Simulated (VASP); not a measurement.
# Nb (Fm-3m) in VASP: settings compared

Aim: see how the results for Nb move with the level of theory and the settings. Levels: LDA+U, PBE+D3(BJ). Tasks: single point.

Everything below comes from runs of VASP 6.6.1. Logs are shortened: lines on timing, memory, paths and dates and some standing lists are left out, and cuts for length are marked.

### Step 1. The cell of the first run

The structure is cubic, space group Fm-3m (No. 225). Conventional cell: a = 4.195 Å, b = 4.195 Å, c = 4.195 Å, α = 90.00°, β = 90.00°, γ = 90.00°. Within 3.9 Å of Nb (site symmetry m-3m) lie 12 Nb at 2.97 Å.

### Step 2. Single point, LDA+U

INCAR reads:

```
PREC = Accurate ; ENCUT = 520
EDIFF = 1E-6 ; ISMEAR = -1
SIGMA = 0.05 ; LREAL = F
LASPH = T ; NELM = 150
ALGO = Normal ; ISIF = 2
LWAVE = F ; LCHARG = F
LMAXMIX = 4 ; LDAU = T
LDAUTYPE = 2 ; LDAUL = 2
LDAUU = 2 ; LDAUJ = 0
LDAUPRINT = 1 ; GGA = CA
NBANDS = 12
```

KPOINTS reads:

```
regular mesh
0
Gamma
  11 11 11
```

POSCAR reads:

```
Nb
1.0
    0.0000000000      2.0973694408      2.0973694408
    2.0973694408      0.0000000000      2.0973694408
    2.0973694408      2.0973694408      0.0000000000
Nb
1
Direct
    0.0000000000      0.0000000000      0.0000000000
```

Potentials or basis: VASP PAW LDA potentials, release 64 (Nb_sv).

Started as:

```
cat potpaw_LDA.64/Nb_sv/POTCAR > POTCAR
mpirun -np 1 vasp_std > vasp.out
```

OUTCAR:

```text
PREC = Accurate
   ENCUT = 520
   EDIFF = 1E-6
   ISMEAR = -1
   LREAL = F
   LASPH = T
   NELM = 150
   ISIF = 2
   GGA = CA

 ion  position               nearest neighbor table
   1  0.000  0.000  0.000-

  LATTYP: Found a face centered cubic cell.
 ALAT       =     4.1947388816

  Lattice vectors:

 A1 = (   0.0000000000,   2.0973694408,   2.0973694408)
 A2 = (   2.0973694408,   0.0000000000,   2.0973694408)
 A3 = (   2.0973694408,   2.0973694408,   0.0000000000)

Analysis of symmetry for initial positions (statically):
=====================================================================
 Subroutine PRICEL returns:
 Original cell was already a primitive cell.

 Routine SETGRP: Setting up the symmetry group for a
 face centered cubic supercell.

 Subroutine GETGRP returns: Found 48 space group operations
 (whereof 48 operations were pure point group operations)
 out of a pool of 48 trial point group operations.

The static configuration has the point symmetry O_h .

Analysis of symmetry for dynamics (positions and initial velocities):
=====================================================================
 Subroutine PRICEL returns:
 Original cell was already a primitive cell.

 Routine SETGRP: Setting up the symmetry group for a
 face centered cubic supercell.

 Subroutine GETGRP returns: Found 48 space group operations
 (whereof 48 operations were pure point group operations)
 out of a pool of 48 trial point group operations.

The dynamic configuration has the point symmetry O_h .

 Subroutine INISYM returns: Found 48 space group operations
 (whereof 48 operations are pure point group operations),
 and found     1 'primitive' translations

----------------------------------------------------------------------------------------

                                     Primitive cell

  volume of cell :      18.4525

  direct lattice vectors                    reciprocal lattice vectors
     0.000000000  2.097369441  2.097369441    -0.238393862  0.238393862  0.238393862
     2.097369441  0.000000000  2.097369441     0.238393862 -0.238393862  0.238393862
     2.097369441  2.097369441  0.000000000     0.238393862  0.238393862 -0.238393862

  length of vectors
     2.966128308  2.966128308  2.966128308     0.412910280  0.412910280  0.412910280

  position of ions in fractional coordinates (direct lattice)
     0.000000000  0.000000000  0.000000000

  ion indices of the primitive-cell ions
   primitive index   ion index
                 1           1

----------------------------------------------------------------------------------------

 KPOINTS: regular mesh

Automatic generation of k-mesh.
 Grid dimensions read from file:
 generate k-points for:   11   11   11

 Generating k-lattice:

  Cartesian coordinates                     Fractional coordinates (reciprocal lattice)
    -0.021672169  0.021672169  0.021672169     0.090909091  0.000000000  0.000000000
     0.021672169 -0.021672169  0.021672169     0.000000000  0.090909091  0.000000000
     0.021672169  0.021672169 -0.021672169     0.000000000  0.000000000  0.090909091

  Length of vectors
     0.037537298  0.037537298  0.037537298

  Shift w.r.t. Gamma in fractional coordinates (k-lattice)
     0.000000000  0.000000000  0.000000000

 Subroutine IBZKPT returns following result:
 ===========================================

 Found     56 irreducible k-points:

 Following reciprocal coordinates:
            Coordinates               Weight
  0.000000  0.000000  0.000000      1.000000
  0.090909  0.000000  0.000000      8.000000
[... 36 lines left out ...]
   LNONCOLLINEAR =      F non collinear calculations
   LSORBIT =      F    spin-orbit coupling
   LASPH  =      T    aspherical Exc in radial PAW
   ENCUT  =  520.0 eV  38.22 Ry    6.18 a.u.   5.52  5.52  5.52*2*pi/ulx,y,z
   NELM   =    150;   NELMIN=  2; NELMDL= -5     # of ELM steps
   EDIFF  = 0.1E-05   stopping-criterion for ELM
   LREAL  =      F    real-space projection
   EDIFFG = 0.1E-04   stopping-criterion for IOM
   NSW    =      0    number of steps for IOM
   IBRION =     -1    ionic relax: 0-MD 1-quasi-New 2-CG
   NFREE  =      0    steps in history (QN), initial steepest desc. (CG)
   ISIF   =      2    stress and relaxation
   ISYM   =      2    0-nonsym 1-usesym 2-fastsym
   POTIM  = 0.5000    time-step for ionic-motion
   TEBEG  =    0.0;   TEEND  =   0.0 temperature during run
   PSTRESS=    0.0 pullay stress
   NELECT =      13.0000    total number of electrons
   NUPDOWN=      -1.0000    fix difference up-down
   EMIN   =  10.00;   EMAX   =-10.00  energy-range for DOS
   EFERMI =   0.00;   METHOD = LEGACY
   ISMEAR =    -1;   SIGMA  =   0.05  broadening in eV -4-tet -1-fermi 0-gaus
   EFERMI_NEDOS =   21; number of points for ismear=-14 and -15
   IALGO  =     38    algorithm
   IMIX   =      4    mixing-type and parameters
     AMIX     =   0.40;   BMIX     =  1.00
     AMIX_MAG =   1.60;   BMIX_MAG =  1.00
  volume/ion in A,a.u.               =      18.45       124.52
  Fermi-wavevector in a.u.,A,eV,Ry     =   1.456703  2.752770 28.871340  2.121984
  Thomas-Fermi vector in A             =   2.573590
   LORBIT       =      0    0 simple, 1 ext, 2 COOP (PROOUT), +10 PAW based schemes
 LDA+U is selected, type is set to LDAUTYPE =  2
   angular momentum for each species LDAUL =     2
   U (eV)           for each species LDAUU =   2.0
   J (eV)           for each species LDAUJ =   0.0
   GGA     = CA    functional components
   LHFCALC =     F    Hartree Fock is set to
   AEXX    =    0.0000 exact exchange contribution
   IVDW    =     0    specifies the selected vdW correction
   LEPSILON=     F    determine dielectric tensor
   LRPA    =     F    only Hartree local field effects (RPA)
 non-spin polarized calculation
  energy-cutoff  :      520.00
  volume of cell :       18.45
 maximum number of plane-waves:       531
 NGX is ok and might be reduce to    24
   NGX = 11   NGY = 11   NGZ = 11

atom =   1  type =  1  l = 2

 onsite density matrix

spin component  1

  0.2617  0.0000  0.0000  0.0000  0.0000
  0.0000  0.2617 -0.0000 -0.0000  0.0000
  0.0000 -0.0000  0.1883 -0.0000 -0.0000
  0.0000 -0.0000 -0.0000  0.2617 -0.0000
  0.0000  0.0000 -0.0000 -0.0000  0.1883

spin component  2

  0.2617  0.0000  0.0000  0.0000  0.0000
  0.0000  0.2617 -0.0000 -0.0000  0.0000
  0.0000 -0.0000  0.1883 -0.0000 -0.0000
  0.0000 -0.0000 -0.0000  0.2617 -0.0000
  0.0000  0.0000 -0.0000 -0.0000  0.1883

 occupancies and eigenvectors

  o =  0.1883  v =  0.0000 -0.0000 -0.9458 -0.0000  0.3246  0.0000  0.0000  0.0000  0.0000  0.0000      0.0000  0.0000  0.0000  0.0000  0.0000  0.0000  0.0000  0.0000  0.0000  0.0000
  o =  0.1883  v =  0.0000  0.0000  0.0000  0.0000  0.0000  0.0000 -0.0000 -0.9458 -0.0000  0.3246      0.0000  0.0000  0.0000  0.0000  0.0000  0.0000  0.0000  0.0000  0.0000  0.0000
  o =  0.1883  v =  0.0000  0.0000 -0.3246 -0.0000 -0.9458  0.0000  0.0000  0.0000  0.0000  0.0000      0.0000  0.0000  0.0000  0.0000  0.0000  0.0000  0.0000  0.0000  0.0000  0.0000
  o =  0.1883  v =  0.0000  0.0000  0.0000  0.0000  0.0000  0.0000  0.0000 -0.3246 -0.0000 -0.9458      0.0000  0.0000  0.0000  0.0000  0.0000  0.0000  0.0000  0.0000  0.0000  0.0000
  o =  0.2617  v =  0.0000  0.0000  0.0000  0.0000  0.0000  0.0000 -0.4420 -0.0000  0.8970 -0.0000      0.0000  0.0000  0.0000  0.0000  0.0000  0.0000  0.0000  0.0000  0.0000  0.0000
  o =  0.2617  v =  0.0000 -0.4420 -0.0000  0.8970 -0.0000  0.0000  0.0000  0.0000  0.0000  0.0000      0.0000  0.0000  0.0000  0.0000  0.0000  0.0000  0.0000  0.0000  0.0000  0.0000
  o =  0.2617  v =  0.0000  0.0000  0.0000  0.0000  0.0000  0.0000 -0.8970  0.0000 -0.4420 -0.0000      0.0000  0.0000  0.0000  0.0000  0.0000  0.0000  0.0000  0.0000  0.0000  0.0000
  o =  0.2617  v =  1.0000  0.0000  0.0000  0.0000  0.0000  0.0000  0.0000  0.0000  0.0000  0.0000      0.0000  0.0000  0.0000  0.0000  0.0000  0.0000  0.0000  0.0000  0.0000  0.0000
  o =  0.2617  v =  0.0000  0.0000  0.0000  0.0000  0.0000  1.0000  0.0000  0.0000  0.0000  0.0000      0.0000  0.0000  0.0000  0.0000  0.0000  0.0000  0.0000  0.0000  0.0000  0.0000
  o =  0.2617  v =  0.0000 -0.8970  0.0000 -0.4420 -0.0000  0.0000  0.0000  0.0000  0.0000  0.0000      0.0000  0.0000  0.0000  0.0000  0.0000  0.0000  0.0000  0.0000  0.0000  0.0000

 number of electron      13.0000001 magnetization

 Free energy of the ion-electron system (eV)
  ---------------------------------------------------
  ext. energy  EPLUGINS =         0.00000000
  ---------------------------------------------------
  free energy    TOTEN  =        -9.06528751 eV

  energy without entropy =       -9.05339897  energy(sigma->0) =       -9.05934324

 E-fermi :  11.2830     XC(G=0): -12.6105

 val. band max:       11.2782628339   @ k =  -0.4545   0.2727   0.0000
 cond. band min:      11.3183596925   @ k =   0.3636   0.0000   0.0000
 fundamental gap:      0.0400968586
 Fermi energy:        11.2830398123

 k-point     1 :       0.0000    0.0000    0.0000
  band No.  band energies     occupation
      1     -43.5821      2.00000
      2     -19.0821      2.00000
      3     -19.0821      2.00000
      4     -19.0821      2.00000
      5       4.7422      2.00000
      6      11.3829      0.23885
      7      11.3829      0.23885
      8      11.3829      0.23885
      9      14.1738      0.00000
     10      14.1738      0.00000
     11      22.8966      0.00000
     12      27.6808      0.00000
[... 331 lines left out ...]
 k-point    24 :      -0.1818    0.1818    0.0000
  band No.  band energies     occupation
      1     -43.4429      2.00000
      2     -19.7916      2.00000
      3     -19.3778      2.00000
      4     -19.1637      2.00000
      5       7.4101      2.00000
      6      10.0135      2.00000
      7      11.3203      0.64365
      8      12.7247      0.00000
      9      12.7656      0.00000
     10      15.8099      0.00000
     11      24.5860      0.00000
     12      27.2329      0.00000

 [... further k-points ...]

------------------------ aborting loop because EDIFF is reached ----------------------------------------

  FORCE on cell =-STRESS in cart. coord.  units (eV):
  Direction    XX          YY          ZZ          XY          YZ          ZX
  --------------------------------------------------------------------------------------
  -------------------------------------------------------------------------------------
  Total       -0.2239910     -0.2239910     -0.2239910      0.0000000      0.0000000      0.0000000
  in kB      -19.4485066    -19.4485066    -19.4485066      0.0000000      0.0000000      0.0000000
  external PRESSURE =     -19.4485066 kB  Pullay stress =       0.0000000 kB

 VOLUME and BASIS-vectors are now :
 -----------------------------------------------------------------------------
  energy-cutoff  :      520.00
  volume of cell :       18.45
      direct lattice vectors                 reciprocal lattice vectors
     0.000000000  2.097369441  2.097369441    -0.238393862  0.238393862  0.238393862
     2.097369441  0.000000000  2.097369441     0.238393862 -0.238393862  0.238393862
     2.097369441  2.097369441  0.000000000     0.238393862  0.238393862 -0.238393862

 POSITION                                       TOTAL-FORCE (eV/Angst)
 -----------------------------------------------------------------------------------
      0.00000      0.00000      0.00000         0.000000      0.000000      0.000000
 -----------------------------------------------------------------------------------
    total drift:                                0.000000      0.000000     -0.000000

  FREE ENERGIE OF THE ION-ELECTRON SYSTEM (eV)
  ---------------------------------------------------
  free  energy   TOTEN  =        -9.0652875074 eV

  energy  without entropy=       -9.0533989691  energy(sigma->0) =       -9.05934324
```

It took 8.8 s on 1 thread of Intel Xeon Platinum 8259CL at 2.50GHz (Skylake/Cascade Lake), shared host; peak memory 0.13 GiB.

Results:

- Free energy: -9.0653 eV
- Pressure: -1.9 GPa

Eigenvalues of the final occupation matrices:
```csv
site,spin,trace,eigenvalues
site 1 d,1,1.16,0.19 0.19 0.26 0.26 0.26
site 1 d,2,1.16,0.19 0.19 0.26 0.26 0.26
```

Caveat: U without spin polarisation on a metal has little footing; the U is typed as a test and isn't derived for this compound.

### Step 3. Single point, PBE+D3(BJ), non-collinear spin, zero start, spin-orbit coupling (volume scaled by 0.94)

INCAR reads:

```
SYSTEM = Nb
ALGO     = Normal         ! electronic algorithm
EDIFF    = 1E-6           ! SCF threshold, eV
ENCUT    = 520            ! plane-wave cutoff, eV
GGA      = PE             ! functional
GGA_COMPAT= .False.      
ISIF     = 2              ! what is computed and relaxed
ISMEAR   = 1              ! smearing method
IVDW     = 12             ! dispersion correction
LASPH    = .True.         ! aspherical terms in the spheres
LCHARG   = .False.        ! write CHGCAR
LMAXMIX  = 4              ! l up to which the mixer works
LORBIT   = 11             ! projections on sites
LORBMOM  = .True.       
LREAL    = .False.        ! projectors in reciprocal space
LSORBIT  = .True.         ! spin-orbit coupling
LWAVE    = .False.        ! write WAVECAR
MAGMOM   = 0 0 0          ! initial moments
NBANDS   = 24             ! bands
NELM     = 150            ! most SCF steps
PREC     = Accurate       ! precision mode
SIGMA    = 0.01           ! smearing width, eV
```

KPOINTS reads:

```
k-points
0
Gamma
  8 8 8
  0 0 0
```

POSCAR reads:

```
Nb
1.0
    0.0000000000      2.0718246199      2.0718246199
    2.0718246199      0.0000000000      2.0718246199
    2.0718246199      2.0718246199      0.0000000000
Nb
1
Direct
    0.0000000000      0.0000000000      0.0000000000
```

Potentials or basis: VASP PAW PBE potentials, release 64 (Nb_sv).

Started as:

```
cat potpaw_PBE.64/Nb_sv/POTCAR > POTCAR
mpirun -np 1 vasp_ncl > vasp.out
```

It took 29 s on 1 thread of Intel Xeon Platinum 8259CL at 2.50GHz (Skylake/Cascade Lake), shared host; peak memory 0.21 GiB.

Results (log left out):

| Item | Value |
| --- | --- |
| Free energy | -10.6944 eV |
| Pressure | 1.2 GPa |
| Net moment | 0.00 μB per cell |
| Valence electrons inside the program's atomic spheres | Nb 10.73 |
| Dispersion energy per atom | -0.746 eV |

Moments on the atoms (μB; x, y, z):
```
Nb  0.00 0.00 0.00
```

### Step 4. Single point, PBE+D3(BJ), non-collinear spin, zero start, spin-orbit coupling (volume scaled by 0.96)

INCAR reads:

```
SYSTEM = Nb
  PREC = Accurate
  ENCUT = 520
  EDIFF = 1E-6
  ISMEAR = 1
  SIGMA = 0.01
  LREAL = .FALSE.
  LASPH = .TRUE.
  NELM = 150
  ALGO = Normal
  ISIF = 2
  LWAVE = .FALSE.
  LCHARG = .FALSE.
  MAGMOM = 0 0 0
  LORBIT = 11
  LSORBIT = .TRUE.
  GGA_COMPAT = .FALSE.
  LORBMOM = .TRUE.
  LMAXMIX = 4
  GGA = PE
  IVDW = 12
  NBANDS = 24
```

KPOINTS reads:

```
Automatic mesh
0
G
  8 8 8
  0 0 0
```

POSCAR reads:

```
Nb
1.0
    0.0000000000      2.0864154149      2.0864154149
    2.0864154149      0.0000000000      2.0864154149
    2.0864154149      2.0864154149      0.0000000000
Nb
1
Direct
    0.0000000000      0.0000000000      0.0000000000
```

Started as:

```
cat potpaw_PBE.64/Nb_sv/POTCAR > POTCAR
mpirun -np 1 vasp_ncl > vasp.out
```

It took 28 s on 1 thread of Intel Xeon Platinum 8259CL at 2.50GHz (Skylake/Cascade Lake), shared host; peak memory 0.21 GiB.

The run converged. Its results:

```
Free energy                                           : -10.6933 eV
Pressure                                              : -2.4 GPa
Net moment                                            : 0.00 μB per cell
Valence electrons inside the program's atomic spheres : Nb 10.70
Dispersion energy per atom                            : -0.730 eV
```

Moments on the atoms (μB; x, y, z):
```
Nb  0.00 0.00 0.00
```

### Step 5. Overview

| level | potentials or basis | spin | U | cell | k mesh | smearing | pressure (GPa) | moment (μB) |
| --- | --- | --- | --- | --- | --- | --- | --- | --- |
| LDA+U | VASP PAW LDA potentials, release 64 (Nb_sv) | off | Nb d U = 2.0 eV | a = 2.966 Å, angles 60.0°, 1 atom | 11 × 11 × 11 | fermi-dirac 0.05 eV | -1.9 | - |
| PBE+D3(BJ) | VASP PAW PBE potentials, release 64 (Nb_sv) | non-collinear, zero start, SOC | - | a = 2.930 Å, angles 60.0°, 1 atom | 8 × 8 × 8 | methfessel-paxton 0.01 eV | 1.2 | 0.00 |
| PBE+D3(BJ) | VASP PAW PBE potentials, release 64 (Nb_sv) | non-collinear, zero start, SOC | - | a = 2.951 Å, angles 60.0°, 1 atom | 8 × 8 × 8 | methfessel-paxton 0.01 eV | -2.4 | 0.00 |

Alike in all rows: task single point; cutoff (eV) 520.

Caveats: U without spin polarisation on a metal has little footing (some runs); the U is typed as a test and isn't derived for this compound (some runs).

Total energies depend on the potentials used, so only differences within one code and one set of settings carry meaning.
